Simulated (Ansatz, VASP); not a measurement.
**Two plane-wave programs on Sb**

File INCAR:

```
PREC     = Accurate       # precision mode
ENCUT    = 520            # plane-wave cutoff, eV
EDIFF    = 1E-6           # SCF threshold, eV
ISMEAR   = 0              # smearing method
SIGMA    = 0.15           # smearing width, eV
LREAL    = F              # projectors in reciprocal space
LASPH    = T              # aspherical terms in the spheres
NELM     = 80             # most SCF steps
ALGO     = Normal         # electronic algorithm
ISIF     = 2              # what is computed and relaxed
LWAVE    = F              # write WAVECAR
LCHARG   = F              # write CHGCAR
GGA      = PS             # functional
NBANDS   = 12             # bands
```

The input KPOINTS:

```
Automatic mesh
0
Gamma
  12 12 12
```

Contents of POSCAR:

```
Sb
1.0
    2.1183413270      1.2230249354      3.6316800000
   -2.1183413270      1.2230249354      3.6316800000
    0.0000000000     -2.4460498707      3.6316800000
Sb
2
Direct
    0.2336400000      0.2336400000      0.2336400000
    0.7663600000      0.7663600000      0.7663600000
```

Input for Ansatz:

```yaml
crystal:
  lattice:
    - [2.118341327, 1.2230249354, 3.63168]
    - [-2.118341327, 1.2230249354, 3.63168]
    - [0.0, -2.4460498707, 3.63168]
  atoms:
    - { symbol: Sb, position: [0.23364, 0.23364, 0.23364] }
    - { symbol: Sb, position: [0.76636, 0.76636, 0.76636] }
basis:
  ecutwfc: 420
kpoints:
  mp_grid: { grid: [12, 12, 12] }
hamiltonian:
  xc: pbesol
scf:
  occupations: { method: gaussian, width: 0.15 }
output:
  forces: true
  stress: true
  eigenvalues: true
```

Change from the starting cell: strain -0.015 along x and y, -0.030 along z, atoms carried along.

Alike in both runs: task single point; functional PBEsol; k mesh 12 × 12 × 12; occupations gaussian, width 0.15 eV; no spin polarisation.

|  | VASP | Ansatz |
| --- | --- | --- |
| version | VASP 6.6.1 | Ansatz 0.2.0 |
| potentials or method | VASP PAW PBE potentials, release 64 (Sb), cutoff 520 eV | scalar-relativistic, plane waves, PAW |
| valence electrons in the cell | 10 | 30 |

```csv
,VASP,Ansatz,Ansatz less VASP
gap on the k mesh at the Fermi level (eV),none,none,-
pressure (GPa),4.7,4.4,-0.30
"traceless stress, the component that is largest in VASP (GPa)",-0.53,-0.45,+0.082
rms of the force components (eV/Å),0.337,0.296,-0.0413
```

VASP's potentials were made for PBE, not for PBEsol. Atom by atom the forces differ by 0.041 eV/Å (rms over components). A gap of «none» marks a metal or a gap that the smearing closes. VASP's potentials hold 10 valence electrons a cell and Ansatz's 30, so a difference there can come from the potentials and not from the codes.

Spin-orbit coupling is off throughout.
